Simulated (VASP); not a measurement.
Te5P, 6 atoms in the cell. Symmetry: F-43m, No. 216, cubic system. The conventional cell has a = 9.119 Å, b = 9.119 Å, c = 9.119 Å, α = 90.00°, β = 90.00°, γ = 90.00°. Te (site symmetry -43m) has 12 Te at 3.78 Å and 4 P at 3.95 Å within 5.0 Å. Within 4.2 Å of Te (site symmetry 3m) lie 9 Te at 3.20 to 3.78 Å and 3 P at 3.78 Å. Within 5.0 Å of P (site symmetry -43m) lie 16 Te at 3.78 to 3.95 Å. 

- Program: VASP 6.6.1
- Task: single point
- Functional: PBE
- Potentials or basis: VASP PAW PBE potentials, release 64 (Te, P)
- Cutoff: 520 eV
- k mesh: 4 × 4 × 4
- Occupations: gaussian, width 0.1 eV
- Spin: no spin polarisation
- Dipole correction: no
- Further INCAR settings: ALGO = Normal; EDIFF = 1e-07; NBANDS = 26

Potentials or basis: VASP PAW PBE potentials, release 64 (Te, P).

Launch:

```console
$ cat potpaw_PBE.64/Te/POTCAR potpaw_PBE.64/P/POTCAR > POTCAR
$ mpirun -np 1 vasp_std > vasp.out
```

Hardware: 1 thread of Intel(R) Xeon(R) 6975P-C (Granite Rapids) (shared host).

Problem. Estimate the wall time of this run.

Solution. It took 33 s on 1 thread of Intel(R) Xeon(R) 6975P-C (Granite Rapids) (shared host), peak memory 0.31 GiB. Counts: scf iterations 18, k points 8.
